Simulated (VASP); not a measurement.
CdBi3O, 5 atoms in the cell. It takes space group P4/mmm (No. 123, tetragonal). Conventional cell: a = 3.515 Å, b = 3.515 Å, c = 11.397 Å, α = 90.00°, β = 90.00°, γ = 90.00°. Cd (site symmetry 4/mmm) has 2 Bi at 2.95 Å and 4 Cd at 3.51 Å within 3.9 Å. Within 3.8 Å of Bi (site symmetry 4mm) lie 1 O at 2.75 Å and 1 Cd at 2.95 Å and 8 Bi at 3.51 to 3.71 Å. Bi (site symmetry 4/mmm) has 4 O at 2.49 Å within 3.3 Å. O (site symmetry 4/mmm) has 6 Bi at 2.49 to 2.75 Å within 3.3 Å. The cell was built from a structure type or drawn by symmetry, and may not be a known phase.

- Program: VASP 6.6.1
- Task: single point
- Functional: PBE
- Potentials or basis: VASP PAW PBE potentials, release 64 (Cd, Bi_d, O)
- Cutoff: 600 eV
- k mesh: 4 × 4 × 4
- Occupations: gaussian, width 0.1 eV
- Spin: no spin polarisation
- Dipole correction: no
- Further INCAR settings: ALGO = Normal; EDIFF = 1e-06; NBANDS = 40

Potentials or basis: VASP PAW PBE potentials, release 64 (Cd, Bi_d, O).

Launch:

```sh
$ cat potpaw_PBE.64/Cd/POTCAR potpaw_PBE.64/Bi_d/POTCAR potpaw_PBE.64/O/POTCAR > POTCAR
$ mpirun -np 1 vasp_std > vasp.out
```

Hardware: 1 thread of Intel(R) Xeon(R) 6975P-C (Granite Rapids), on a shared host.

Problem. How long does it take, and how much memory?

Solution. Run time: 69 s on 1 thread of Intel(R) Xeon(R) 6975P-C (Granite Rapids), with other jobs on the host, peak memory 0.31 GiB. Counts: scf iterations 13, k points 18.
